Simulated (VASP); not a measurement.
# Hf8CN6 (a cell with a defect) in VASP: further runs

Runs on Hf8CN6 (a cell with a defect). Level: PBE. Tasks: single point, relaxation of the atoms.

Everything below comes from runs of VASP 6.6.1. Logs are shortened: lines on timing, memory, paths and dates and some standing lists are left out, and cuts for length are marked.

**1. The cell of the first run**

The cell holds a defect, 15 atoms: a = 6.268 Å, b = 5.428 Å, c = 5.417 Å, α = 90.00°, β = 90.00°, γ = 90.00°.

**2. Single point, PBE**

The input, INCAR:

```
SYSTEM = Hf8CN6
ALGO = Normal ; EDIFF = 1E-7
ENCUT = 520 ; GGA = PE
ISIF = 2 ; ISMEAR = 0
LASPH = .TRUE. ; LCHARG = .FALSE.
LREAL = Auto ; LWAVE = .FALSE.
NBANDS = 70 ; NELM = 80
PREC = Accurate ; SIGMA = 0.02
```

The input, KPOINTS:

```
k-points
0
G
  2 2 2
  0 0 0
```

The input, POSCAR:

```
Hf8CN6
1.0
   -3.1339080000     -5.4280880000      0.0000000000
    4.7008620000     -2.7140440000      0.0000000000
    0.0000000000      0.0000000000      5.4167680000
Hf N C
8 6 1
Direct
    0.4991518994      0.6591472225      0.7565199396
    0.4991668406      0.3439824345      0.2384255704
    0.2447684528      0.1717276134      0.7577863774
    0.2435446228      0.8285062275      0.2382832346
   -0.0008302238      0.6720880457      0.7451915976
   -0.0008496938      0.3313760620      0.2513786819
    0.7535375906      0.1716698945      0.7577919158
    0.7547520146      0.8284974918      0.2382647734
    0.7531557184      0.4992068968     -0.0018197198
    0.7505314920      0.4981551569      0.4974680474
    0.2451565608      0.4991833641     -0.0017907357
    0.2477069126      0.4981415483      0.4974783856
   -0.0008277328      0.0006271109     -0.0017309215
   -0.0008955181      0.0004749190      0.4973740799
    0.4991355629      0.0005026597     -0.0011440401
```

Potentials or basis: VASP PAW PBE potentials, release 64 (Hf_pv, N, C).

Launch:

```console
$ cat potpaw_PBE.64/Hf_pv/POTCAR potpaw_PBE.64/N/POTCAR potpaw_PBE.64/C/POTCAR > POTCAR
$ mpirun -np 1 vasp_std > vasp.out
```

OUTCAR:

```text
SYSTEM = Hf8CN6
   EDIFF = 1E-7
   ENCUT = 520
   GGA = PE
   ISIF = 2
   ISMEAR = 0
   LASPH = .TRUE.
   LREAL = Auto
   NELM = 80
   PREC = Accurate

 ion  position               nearest neighbor table
   1  0.499  0.659  0.757-   9 2.24  11 2.24  15 2.27  10 2.28  12 2.28   3 3.09   7 3.09   2 3.12
                             5 3.14   5 3.14   8 3.20   4 3.20   7 3.21   3 3.21   2 3.29   4 3.36
   2  0.499  0.344  0.238-  11 2.22   9 2.22  10 2.27  12 2.27  15 2.27   8 3.08   4 3.08   1 3.12
                             6 3.14   6 3.14   7 3.19   3 3.19   8 3.22   4 3.22   1 3.29   3 3.37
   3  0.245  0.172  0.758-  11 2.20  13 2.22  15 2.26  12 2.26  14 2.29   7 3.08   1 3.09   5 3.12
                             5 3.12   7 3.19   2 3.19   4 3.20   6 3.20   1 3.21   6 3.26   2 3.37
   4  0.244  0.829  0.238-  11 2.21  13 2.22  15 2.26  12 2.28  14 2.28   8 3.06   2 3.08   6 3.10
                             6 3.13   5 3.19   1 3.20   3 3.20   8 3.20   2 3.22   5 3.26   1 3.36
   5  0.999  0.672  0.745-  14 2.23  13 2.25  12 2.26  10 2.26   9 2.27  11 2.27   7 3.12   3 3.12
                             3 3.12   7 3.12   1 3.14   1 3.14   4 3.19   8 3.19   6 3.25   4 3.26
   6  0.999  0.331  0.251-  14 2.24  12 2.24  10 2.24  11 2.26   9 2.26  13 2.26   8 3.10   4 3.10
                             4 3.13   8 3.13   2 3.14   2 3.14   3 3.20   7 3.20   5 3.25   3 3.26
   7  0.754  0.172  0.758-   9 2.20  13 2.22  15 2.26  10 2.26  14 2.29   3 3.08   1 3.09   5 3.12
                             5 3.12   3 3.19   2 3.19   8 3.20   6 3.20   1 3.21   6 3.26   2 3.37
   8  0.755  0.828  0.238-   9 2.21  13 2.22  15 2.26  14 2.28  10 2.28   4 3.06   2 3.08   6 3.10
                             6 3.13   5 3.19   1 3.20   7 3.20   4 3.20   2 3.22   5 3.26   1 3.36
   9  0.753  0.499  0.998-   7 2.20   8 2.21   2 2.22   1 2.24   6 2.26   5 2.27
  10  0.751  0.498  0.497-   6 2.24   5 2.26   7 2.26   2 2.27   8 2.28   1 2.28
  11  0.245  0.499  0.998-   3 2.20   4 2.21   2 2.22   1 2.24   6 2.26   5 2.27
  12  0.248  0.498  0.497-   6 2.24   5 2.26   3 2.26   2 2.27   4 2.28   1 2.28
  13  0.999  0.001  0.998-   4 2.22   8 2.22   3 2.22   7 2.22   5 2.25   6 2.26
  14  0.999  0.000  0.497-   5 2.23   6 2.24   8 2.28   4 2.28   7 2.29   3 2.29
  15  0.499  0.001  0.999-   3 2.26   7 2.26   4 2.26   8 2.26   1 2.27   2 2.27

  LATTYP: Found a simple orthorhombic cell.
 ALAT       =     5.4167680000
 B/A-ratio  =     1.0020897908
 C/A-ratio  =     1.1571136334

  Lattice vectors:

 A1 = (   0.0000000000,   0.0000000000,  -5.4167680000)
 A2 = (   4.7008620000,  -2.7140440000,   0.0000000000)
 A3 = (  -3.1339080000,  -5.4280880000,   0.0000000000)

Analysis of symmetry for initial positions (statically):
=====================================================================
 Subroutine PRICEL returns:
 Original cell was already a primitive cell.

 Routine SETGRP: Setting up the symmetry group for a
 simple orthorhombic supercell.

 Subroutine GETGRP returns: Found  1 space group operations
 (whereof  1 operations were pure point group operations)
 out of a pool of  8 trial point group operations.

The static configuration has the point symmetry C_1 .

Analysis of symmetry for dynamics (positions and initial velocities):
=====================================================================
 Subroutine PRICEL returns:
 Original cell was already a primitive cell.

 Routine SETGRP: Setting up the symmetry group for a
 simple orthorhombic supercell.

 Subroutine GETGRP returns: Found  1 space group operations
 (whereof  1 operations were pure point group operations)
 out of a pool of  8 trial point group operations.

The dynamic configuration has the point symmetry C_1 .

 Subroutine INISYM returns: Found  1 space group operations
 (whereof  1 operations are pure point group operations),
 and found     1 'primitive' translations

----------------------------------------------------------------------------------------

                                     Primitive cell

  volume of cell :     184.2907

  direct lattice vectors                    reciprocal lattice vectors
    -3.133908000 -5.428088000  0.000000000    -0.079772603 -0.138170199  0.000000000
     4.700862000 -2.714044000  0.000000000     0.159545207 -0.092113466  0.000000000
     0.000000000  0.000000000  5.416768000     0.000000000  0.000000000  0.184611931

  length of vectors
     6.267816102  5.428087912  5.416768000     0.159545204  0.184226935  0.184611931

  position of ions in fractional coordinates (direct lattice)
     0.499151899  0.659147223  0.756519940
     0.499166841  0.343982434  0.238425570
     0.244768453  0.171727613  0.757786377
     0.243544623  0.828506228  0.238283235
[... 55 lines left out ...]

 Following reciprocal coordinates:
            Coordinates               Weight
  0.000000  0.000000  0.000000      1.000000
  0.500000 -0.000000  0.000000      1.000000
  0.000000  0.500000  0.000000      1.000000
  0.500000  0.500000  0.000000      1.000000
  0.000000  0.000000  0.500000      1.000000
  0.500000 -0.000000  0.500000      1.000000
  0.000000  0.500000  0.500000      1.000000
  0.500000  0.500000  0.500000      1.000000
   k-points           NKPTS =      8   k-points in BZ     NKDIM =      8   number of bands    NBANDS=     70
   number of dos      NEDOS =    301   number of ions     NIONS =     15
   total plane-waves  NPLWV =  76800
   dimension x,y,z NGX =    48 NGY =   40 NGZ =   40
   dimension x,y,z NGXF=    96 NGYF=   80 NGZF=   80
   ions per type =               8   6   1
   NGX,Y,Z   is equivalent  to a cutoff of  12.73, 12.25, 12.28 a.u.
   NGXF,Y,Z  is equivalent  to a cutoff of  25.46, 24.50, 24.55 a.u.
 SYSTEM =  Hf8CN6
   PREC   = accura    normal or accurate (medium, high low for compatibility)
   ISTART =      0    job   : 0-new  1-cont  2-samecut
   ICHARG =      2    charge: 1-file 2-atom 10-const
   ISPIN  =      1    spin polarized calculation?
   LNONCOLLINEAR =      F non collinear calculations
   LSORBIT =      F    spin-orbit coupling
   LASPH  =      T    aspherical Exc in radial PAW
   ENCUT  =  520.0 eV  38.22 Ry    6.18 a.u.  11.65 10.09 10.07*2*pi/ulx,y,z
   NELM   =     80;   NELMIN=  2; NELMDL= -5     # of ELM steps
   EDIFF  = 0.1E-06   stopping-criterion for ELM
   LREAL  =      T    real-space projection
   EDIFFG = 0.1E-05   stopping-criterion for IOM
   NSW    =      0    number of steps for IOM
   IBRION =     -1    ionic relax: 0-MD 1-quasi-New 2-CG
   NFREE  =      0    steps in history (QN), initial steepest desc. (CG)
   ISIF   =      2    stress and relaxation
   ISYM   =      2    0-nonsym 1-usesym 2-fastsym
   POTIM  = 0.5000    time-step for ionic-motion
   TEBEG  =    0.0;   TEEND  =   0.0 temperature during run
   PSTRESS=    0.0 pullay stress
   NELECT =     114.0000    total number of electrons
   NUPDOWN=      -1.0000    fix difference up-down
   EMIN   =  10.00;   EMAX   =-10.00  energy-range for DOS
   EFERMI =   0.00;   METHOD = LEGACY
   ISMEAR =     0;   SIGMA  =   0.02  broadening in eV -4-tet -1-fermi 0-gaus
   EFERMI_NEDOS =   21; number of points for ismear=-14 and -15
   IALGO  =     38    algorithm
   IMIX   =      4    mixing-type and parameters
     AMIX     =   0.40;   BMIX     =  1.00
     AMIX_MAG =   1.60;   BMIX_MAG =  1.00
  volume/ion in A,a.u.               =      12.29        82.91
  Fermi-wavevector in a.u.,A,eV,Ry     =   1.394897  2.635972 26.473350  1.945736
  Thomas-Fermi vector in A             =   2.518401
   LORBIT       =      0    0 simple, 1 ext, 2 COOP (PROOUT), +10 PAW based schemes
   GGA     = PE    functional components
   LHFCALC =     F    Hartree Fock is set to
   AEXX    =    0.0000 exact exchange contribution
   IVDW    =     0    specifies the selected vdW correction
   LEPSILON=     F    determine dielectric tensor
   LRPA    =     F    only Hartree local field effects (RPA)
 non-spin polarized calculation
 Gauss-broadening in eV      SIGMA  =   0.02
  energy-cutoff  :      520.00
  volume of cell :      184.29
 maximum number of plane-waves:      5027
 NGX is ok and might be reduce to    48
   NGX = 23   NGY = 21   NGZ = 21

 number of electron     113.9999998 magnetization

 Free energy of the ion-electron system (eV)
  ---------------------------------------------------
  ext. energy  EPLUGINS =         0.00000000
  ---------------------------------------------------
  free energy    TOTEN  =      -161.08895404 eV

  energy without entropy =     -161.08891547  energy(sigma->0) =     -161.08893476

 E-fermi :   7.3987     XC(G=0): -12.5305

 val. band max:        7.3543910224   @ k =   0.0000   0.5000   0.5000
 cond. band min:       7.4402602823   @ k =   0.0000   0.5000   0.5000
 fundamental gap:      0.0858692600
 Fermi energy:         7.3986821532

 k-point     1 :       0.0000    0.0000    0.0000
  band No.  band energies     occupation
      1     -24.1115      2.00000
      2     -24.0752      2.00000
      3     -24.0089      2.00000
      4     -23.8611      2.00000
      5     -23.8377      2.00000
      6     -23.6956      2.00000
[... 565 lines left out ...]
     68      11.1597      0.00000
     69      11.4510      0.00000
 [bands above 69 left out]

------------------------ aborting loop because EDIFF is reached ----------------------------------------

  FORCE on cell =-STRESS in cart. coord.  units (eV):
  Direction    XX          YY          ZZ          XY          YZ          ZX
  --------------------------------------------------------------------------------------
  -------------------------------------------------------------------------------------
  Total        7.6313321      8.6613008      7.4416557      0.8932646      0.1597142     -0.2793961
  in kB       66.3449055     75.2991981     64.6959061      7.7658207      1.3885160     -2.4290007
  external PRESSURE =      68.7800032 kB  Pullay stress =       0.0000000 kB

 VOLUME and BASIS-vectors are now :
 -----------------------------------------------------------------------------
  energy-cutoff  :      520.00
  volume of cell :      184.29
      direct lattice vectors                 reciprocal lattice vectors
    -3.133908000 -5.428088000  0.000000000    -0.079772603 -0.138170199  0.000000000
     4.700862000 -2.714044000  0.000000000     0.159545207 -0.092113466  0.000000000
     0.000000000  0.000000000  5.416768000     0.000000000  0.000000000  0.184611931

 POSITION                                       TOTAL-FORCE (eV/Angst)
 -----------------------------------------------------------------------------------
      1.53426     -4.49839      4.09789        -0.064084      0.038179      0.041939
      0.05267     -3.64310      1.29150         0.079403     -0.041781     -0.026898
      0.04019     -1.79470      4.10475         0.073092      0.040676      0.028125
      3.13145     -3.57058      1.29073        -0.004010      0.088078     -0.022749
      0.02809     -7.24766      4.03653        -0.006677      0.005798      0.024836
     -1.57349     -6.32285      1.36166         0.003539     -0.001887     -0.028828
     -1.55452     -4.55619      4.10478         0.008009     -0.085698      0.029837
      1.52933     -6.34544      1.29063        -0.077810     -0.040856     -0.023080
     -0.01362     -5.44307      5.40691         0.000708      0.004864      0.000965
     -0.01034     -5.42597      2.69467        -0.007307     -0.013338     -0.000089
      1.57829     -2.68554      5.40707         0.000114     -0.004479     -0.000654
      1.56540     -2.69655      2.69472         0.006394      0.008082     -0.000551
     -3.12837     -5.42530      5.40739         0.001907      0.001201     -0.004315
     -3.12887     -5.42452      2.69416         0.000671     -0.003220      0.002093
     -1.56188     -2.71072      5.41057        -0.013949      0.004381     -0.020630
 -----------------------------------------------------------------------------------
    total drift:                               -0.000895     -0.001988     -0.000169

  FREE ENERGIE OF THE ION-ELECTRON SYSTEM (eV)
  ---------------------------------------------------
  free  energy   TOTEN  =      -161.0889540414 eV

  energy  without entropy=     -161.0889154695  energy(sigma->0) =     -161.08893476
```

It took 1.9 min on 1 thread of AMD EPYC 9R45 (Zen 5), shared host; peak memory 0.27 GiB.

Results:

- Free energy: -161.0890 eV
- Pressure: 6.9 GPa
- Largest force: 0.094 eV/Å
- Band gap on the k mesh: zero (bands 57 and 58 overlap by 0.53 eV)

Forces in eV/Å, atoms in the order of the input:
```
Hf  -0.064  0.038  0.042
Hf   0.079 -0.042 -0.027
Hf   0.073  0.041  0.028
Hf  -0.004  0.088 -0.023
Hf  -0.007  0.006  0.025
Hf   0.004 -0.002 -0.029
Hf   0.008 -0.086  0.030
Hf  -0.078 -0.041 -0.023
N    0.001  0.005  0.001
N   -0.007 -0.013  0.000
N    0.000 -0.004 -0.001
N    0.006  0.008 -0.001
N    0.002  0.001 -0.004
N    0.001 -0.003  0.002
C   -0.014  0.004 -0.021
```

Caveat: the k points lie up to 0.58 Å⁻¹ apart, too coarse for converged energies and pressures of a metal; spin-orbit coupling is left out, which moves the levels of the heavy elements.

[end of part 1 of 2]

The gap in the log of VASP goes by the Fermi energy; the results here count the filled bands.